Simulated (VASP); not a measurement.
# Sr in VASP: relaxation of the atoms with PBEsol

Aim: the relaxation of the atoms of Sr with PBEsol.

Program: VASP 6.6.1. These are calculated values, not measurements. Logs are shortened: lines on timing, memory, paths and dates and some standing lists are left out, and cuts for length are marked.

**1. The cell of the first run**

The cell holds a slab with vacuum, 6 atoms: a = 4.195 Å, b = 6.879 Å, c = 24.687 Å, α = 90.00°, β = 90.00°, γ = 90.00°.

**2. Relaxation of the atoms, PBEsol**

INCAR reads:

```
SYSTEM = Sr
PREC = Accurate
ENCUT = 450
EDIFF = 1E-7
ISMEAR = 0
SIGMA = 0.1
LREAL = .FALSE.
LASPH = .TRUE.
NELM = 120
ALGO = Normal
ISIF = 2
LWAVE = .FALSE.
LCHARG = .FALSE.
LDIPOL = .TRUE.
IDIPOL = 3
DIPOL = 0.5 0.5 0.500
GGA = PS
IBRION = 2
NSW = 80
EDIFFG = -0.02
GGA_COMPAT = .FALSE.
NELMIN = 4
NELMDL = -8
KPAR = 4
```

KPOINTS reads:

```
regular mesh
0
G
  8 5 1
  0 0 0
```

POSCAR reads:

```
Sr
1.0
    4.1945373091      0.0000000000      0.0000000000
    0.0000000000      6.8785252691      0.0000000000
    0.0000000000      0.0000000000     24.6868689782
Sr
6
Direct
    0.0000000000      0.2500000000      0.3038052337
    0.0000000000      0.7500000000      0.4019026169
    0.5000000000      0.2500000000      0.4509513084
    0.5000000000      0.7500000000      0.5490486916
    0.0000000000      0.2500000000      0.5980973831
    0.0000000000      0.7500000000      0.6961947663
```

Potentials or basis: VASP PAW PBE potentials, release 64 (Sr_sv).

Command:

```bash
$ cat potpaw_PBE.64/Sr_sv/POTCAR > POTCAR
$ mpirun -np 4 vasp_std > vasp.out
```

OUTCAR:

```text
SYSTEM = Sr
   PREC = Accurate
   ENCUT = 450
   EDIFF = 1E-7
   ISMEAR = 0
   LREAL = .FALSE.
   LASPH = .TRUE.
   NELM = 120
   ISIF = 2
   GGA = PS
   IBRION = 2
   NSW = 80
   EDIFFG = -0.02
   NELMIN = 4
   NELMDL = -8

 ion  position               nearest neighbor table
   1  0.000  0.250  0.304-   3 4.19   3 4.19   2 4.21   2 4.21
   2  0.000  0.750  0.402-   4 4.19   4 4.19   3 4.21   3 4.21   3 4.21   3 4.21   1 4.21   1 4.21

   3  0.500  0.250  0.451-   5 4.19   5 4.19   1 4.19   1 4.19   2 4.21   2 4.21   2 4.21   2 4.21
                             4 4.21   4 4.21
   4  0.500  0.750  0.549-   2 4.19   2 4.19   6 4.19   6 4.19   5 4.21   5 4.21   5 4.21   5 4.21
                             3 4.21   3 4.21
   5  0.000  0.250  0.598-   3 4.19   3 4.19   4 4.21   4 4.21   4 4.21   4 4.21   6 4.21   6 4.21

   6  0.000  0.750  0.696-   4 4.19   4 4.19   5 4.21   5 4.21

  LATTYP: Found a simple orthorhombic cell.
 ALAT       =     4.1945373091
 B/A-ratio  =     1.6398770024
 C/A-ratio  =     5.8854808431

  Lattice vectors:

 A1 = (   4.1945373091,   0.0000000000,   0.0000000000)
 A2 = (   0.0000000000,   6.8785252691,   0.0000000000)
 A3 = (   0.0000000000,   0.0000000000,  24.6868689782)

Analysis of symmetry for initial positions (statically):
=====================================================================
 Subroutine PRICEL returns:
 Original cell was already a primitive cell.

 Routine SETGRP: Setting up the symmetry group for a
 simple orthorhombic supercell.

 Subroutine GETGRP returns: Found  8 space group operations
 (whereof  4 operations were pure point group operations)
 out of a pool of  8 trial point group operations.

The static configuration has the point symmetry C_2h.
 The point group associated with its full space group is D_2h.

Analysis of symmetry for dynamics (positions and initial velocities):
=====================================================================
 Subroutine PRICEL returns:
 Original cell was already a primitive cell.

 Routine SETGRP: Setting up the symmetry group for a
 simple orthorhombic supercell.

 Subroutine GETGRP returns: Found  8 space group operations
 (whereof  4 operations were pure point group operations)
 out of a pool of  8 trial point group operations.

The dynamic configuration has the point symmetry C_2h.
 The point group associated with its full space group is D_2h.

 Subroutine INISYM returns: Found  8 space group operations
 (whereof  4 operations are pure point group operations),
 and found     1 'primitive' translations

----------------------------------------------------------------------------------------

                                     Primitive cell

  volume of cell :     712.2712

  direct lattice vectors                    reciprocal lattice vectors
     4.194537309  0.000000000  0.000000000     0.238405318  0.000000000  0.000000000
     0.000000000  6.878525269  0.000000000     0.000000000  0.145379999  0.000000000
     0.000000000  0.000000000 24.686868978     0.000000000  0.000000000  0.040507364

  length of vectors
     4.194537309  6.878525269 24.686868978     0.238405318  0.145379999  0.040507364

  position of ions in fractional coordinates (direct lattice)
     0.000000000  0.250000000  0.303805234
     0.000000000  0.750000000  0.401902617
     0.500000000  0.250000000  0.450951308
     0.500000000  0.750000000  0.549048692
     0.000000000  0.250000000  0.598097383
     0.000000000  0.750000000  0.696194766

  ion indices of the primitive-cell ions
   primitive index   ion index
                 1           1
                 2           2
                 3           3
                 4           4
                 5           5
                 6           6

----------------------------------------------------------------------------------------

 KPOINTS: regular mesh

Automatic generation of k-mesh.
 Grid dimensions read from file:
 generate k-points for:    8    5    1

 Generating k-lattice:

  Cartesian coordinates                     Fractional coordinates (reciprocal lattice)
     0.029800665  0.000000000  0.000000000     0.125000000  0.000000000  0.000000000
     0.000000000  0.029076000  0.000000000     0.000000000  0.200000000  0.000000000
     0.000000000  0.000000000  0.040507364     0.000000000  0.000000000  1.000000000

  Length of vectors
     0.029800665  0.029076000  0.040507364

  Shift w.r.t. Gamma in fractional coordinates (k-lattice)
     0.000000000  0.000000000  0.000000000

 Subroutine IBZKPT returns following result:
 ===========================================

 Found     15 irreducible k-points:

 Following reciprocal coordinates:
            Coordinates               Weight
  0.000000  0.000000  0.000000      1.000000
  0.125000  0.000000  0.000000      2.000000
  0.250000  0.000000  0.000000      2.000000
  0.375000  0.000000  0.000000      2.000000
  0.500000  0.000000  0.000000      1.000000
  0.000000  0.200000  0.000000      2.000000
  0.125000  0.200000  0.000000      4.000000
  0.250000  0.200000  0.000000      4.000000
  0.375000  0.200000  0.000000      4.000000
  0.500000  0.200000  0.000000      2.000000
  0.000000  0.400000  0.000000      2.000000
  0.125000  0.400000  0.000000      4.000000
  0.250000  0.400000  0.000000      4.000000
  0.375000  0.400000  0.000000      4.000000
  0.500000  0.400000  0.000000      2.000000
   k-points           NKPTS =     15   k-points in BZ     NKDIM =     15   number of bands    NBANDS=     36
   number of dos      NEDOS =    301   number of ions     NIONS =      6
   total plane-waves  NPLWV = 259200
   dimension x,y,z NGX =    30 NGY =   48 NGZ =  180
   dimension x,y,z NGXF=    60 NGYF=   96 NGZF=  360
   ions per type =               6
   NGX,Y,Z   is equivalent  to a cutoff of  11.89, 11.60, 12.12 a.u.
   NGXF,Y,Z  is equivalent  to a cutoff of  23.78, 23.20, 24.24 a.u.
 SYSTEM =  Sr
   PREC   = accura    normal or accurate (medium, high low for compatibility)
   ISTART =      0    job   : 0-new  1-cont  2-samecut
   ICHARG =      2    charge: 1-file 2-atom 10-const
   ISPIN  =      1    spin polarized calculation?
   LNONCOLLINEAR =      F non collinear calculations
   LSORBIT =      F    spin-orbit coupling
   LASPH  =      T    aspherical Exc in radial PAW
   ENCUT  =  450.0 eV  33.07 Ry    5.75 a.u.   7.26 11.90 42.70*2*pi/ulx,y,z
   NELM   =    120;   NELMIN=  4; NELMDL= -8     # of ELM steps
   EDIFF  = 0.1E-06   stopping-criterion for ELM
   LREAL  =      F    real-space projection
   EDIFFG = -.2E-01   stopping-criterion for IOM
   NSW    =     80    number of steps for IOM
   IBRION =      2    ionic relax: 0-MD 1-quasi-New 2-CG
   NFREE  =      1    steps in history (QN), initial steepest desc. (CG)
   ISIF   =      2    stress and relaxation
   ISYM   =      2    0-nonsym 1-usesym 2-fastsym
   POTIM  = 0.5000    time-step for ionic-motion
   TEBEG  =    0.0;   TEEND  =   0.0 temperature during run
   PSTRESS=    0.0 pullay stress
   NELECT =      60.0000    total number of electrons
   NUPDOWN=      -1.0000    fix difference up-down
   EMIN   =  10.00;   EMAX   =-10.00  energy-range for DOS
   EFERMI =   0.00;   METHOD = LEGACY
   ISMEAR =     0;   SIGMA  =   0.10  broadening in eV -4-tet -1-fermi 0-gaus
   EFERMI_NEDOS =   21; number of points for ismear=-14 and -15
   IALGO  =     38    algorithm
   IMIX   =      4    mixing-type and parameters
     AMIX     =   0.40;   BMIX     =  1.00
     AMIX_MAG =   1.60;   BMIX_MAG =  1.00
  volume/ion in A,a.u.               =     118.71       801.11
  Fermi-wavevector in a.u.,A,eV,Ry     =   0.717646  1.356154  7.007210  0.515015
  Thomas-Fermi vector in A             =   1.806379
   LORBIT       =      0    0 simple, 1 ext, 2 COOP (PROOUT), +10 PAW based schemes
   GGA     = PS    functional components
   LHFCALC =     F    Hartree Fock is set to
   AEXX    =    0.0000 exact exchange contribution
   IVDW    =     0    specifies the selected vdW correction
   LEPSILON=     F    determine dielectric tensor
   LRPA    =     F    only Hartree local field effects (RPA)
 conjugate gradient relaxation of ions
 non-spin polarized calculation
 Gauss-broadening in eV      SIGMA  =   0.10
  energy-cutoff  :      450.00
  volume of cell :      712.27
 maximum number of plane-waves:     15478
 NGX is ok and might be reduce to    30
   NGX = 15   NGY = 23   NGZ = 85

--------------------------------------- Ionic step        1  -------------------------------------------

 number of electron      59.9999999 magnetization

 Free energy of the ion-electron system (eV)
  ---------------------------------------------------
  ext. energy  EPLUGINS =         0.00000000
  ---------------------------------------------------
  free energy    TOTEN  =        -9.17551626 eV

  energy without entropy =       -9.12025411  energy(sigma->0) =       -9.14788519

------------------------ aborting loop because EDIFF is reached ----------------------------------------

  FORCE on cell =-STRESS in cart. coord.  units (eV):
  Direction    XX          YY          ZZ          XY          YZ          ZX
  --------------------------------------------------------------------------------------
  -------------------------------------------------------------------------------------
  Total       -0.5935208     -0.9812810     -1.0105424      0.0000000      0.0000000      0.0000000
  in kB       -1.3350610     -2.2072858     -2.2731061      0.0000000      0.0000000      0.0000000
  external PRESSURE =      -1.9384843 kB  Pullay stress =       0.0000000 kB
[... 301 lines left out ...]
  FREE ENERGIE OF THE ION-ELECTRON SYSTEM (eV)
  ---------------------------------------------------
  free  energy   TOTEN  =        -9.1920764297 eV

  energy  without entropy=       -9.1415795110  energy(sigma->0) =       -9.16682797

 dipolmoment           0.000000      0.000000      0.000000 electrons x Angstroem

--------------------------------------- Ionic step        9  -------------------------------------------

 number of electron      59.9999999 magnetization

 dipolmoment           0.000000      0.000000     -0.000000 electrons x Angstroem

 Free energy of the ion-electron system (eV)
  ---------------------------------------------------
  ext. energy  EPLUGINS =         0.00000000
  ---------------------------------------------------
  free energy    TOTEN  =        -9.19310389 eV

  energy without entropy =       -9.14191556  energy(sigma->0) =       -9.16750972

 E-fermi :  -0.4966     XC(G=0):  -4.1220

 val. band max:       -0.5122438383   @ k =   0.5000   0.2000   0.0000
 cond. band min:      -0.4879269991   @ k =   0.3750   0.2000   0.0000
 fundamental gap:      0.0243168392
 Fermi energy:        -0.4965906426

 k-point     1 :       0.0000    0.0000    0.0000
  band No.  band energies     occupation
      1     -37.7678      2.00000
      2     -37.7678      2.00000
      3     -37.1722      2.00000
      4     -37.1720      2.00000
      5     -36.8196      2.00000
      6     -36.8134      2.00000
[... 574 lines left out ...]
     35       0.3376      0.00000
     36       0.3409      0.00000

------------------------ aborting loop because EDIFF is reached ----------------------------------------

 vacuum level on the upper side and lower side of the slab       (xc-potential included)        -0.170        -0.170

  FORCE on cell =-STRESS in cart. coord.  units (eV):
  Direction    XX          YY          ZZ          XY          YZ          ZX
  --------------------------------------------------------------------------------------
  -------------------------------------------------------------------------------------
  Total       -0.6601511     -0.6171184     -0.0576292      0.0000000      0.0000000      0.0000000
  in kB       -1.4849388     -1.3881413     -0.1296306      0.0000000      0.0000000      0.0000000
  external PRESSURE =      -1.0009036 kB  Pullay stress =       0.0000000 kB

 VOLUME and BASIS-vectors are now :
 -----------------------------------------------------------------------------
  energy-cutoff  :      450.00
  volume of cell :      712.27
      direct lattice vectors                 reciprocal lattice vectors
     4.194537309  0.000000000  0.000000000     0.238405318  0.000000000  0.000000000
     0.000000000  6.878525269  0.000000000     0.000000000  0.145379999  0.000000000
     0.000000000  0.000000000 24.686868978     0.000000000  0.000000000  0.040507364
[... 12 lines left out ...]
  FREE ENERGIE OF THE ION-ELECTRON SYSTEM (eV)
  ---------------------------------------------------
  free  energy   TOTEN  =        -9.1931038871 eV

  energy  without entropy=       -9.1419155608  energy(sigma->0) =       -9.16750972

 reached required accuracy - stopping structural energy minimisation

 vacuum level on the upper side and lower side of the slab         1.740         1.740
```

It took 15 min on 4 MPI ranks of Intel Xeon Platinum 8488C (Sapphire Rapids), shared host; peak memory 0.74 GiB.

Results:

```yaml
Free_energy: -9.1931 eV
Energy_gained_by_relaxing: 2.9 meV/atom
Ionic_steps: 9
Largest_force_after_relaxing: 0.005 eV/Å
Band_gap_on_the_k_mesh: zero (bands 30 and 31 overlap by 0.15 eV)
```

Forces in eV/Å, atoms in the order of the input:
```
Sr   0.000  0.000 -0.002
Sr   0.000  0.000  0.005
Sr   0.000  0.000  0.002
Sr   0.000  0.000 -0.002
Sr   0.000  0.000 -0.005
Sr   0.000  0.000  0.002
```

Step by step:
| step | energy change (eV) | largest force (eV/Å) | pressure (GPa) |
| --- | --- | --- | --- |
| 1 | 0.0000 | 0.1339 | -0.19 |
| 2 | -0.0021 | 0.1253 | -0.19 |
| 3 | -0.0072 | 0.0983 | -0.18 |
| 4 | -0.0122 | 0.0524 | -0.15 |
| 5 | -0.0123 | 0.0646 | -0.14 |
| 6 | -0.0137 | 0.0562 | -0.14 |
| 7 | -0.0166 | 0.0295 | -0.12 |
| 8 | -0.0166 | 0.0275 | -0.08 |
| 9 | -0.0176 | 0.0049 | -0.10 |

Final structure:
```
Sr
1.0
     4.19454    0.00000    0.00000
     0.00000    6.87853    0.00000
     0.00000    0.00000   24.68687
Sr
6
Direct
  0.00000 0.25000 0.30915
  0.00000 0.75000 0.40109
  0.50000 0.25000 0.45186
  0.50000 0.75000 0.54814
  0.00000 0.25000 0.59891
  0.00000 0.75000 0.69085
```

Caveat: the PAW data sets were made with another functional, which shifts forces and pressure a little.
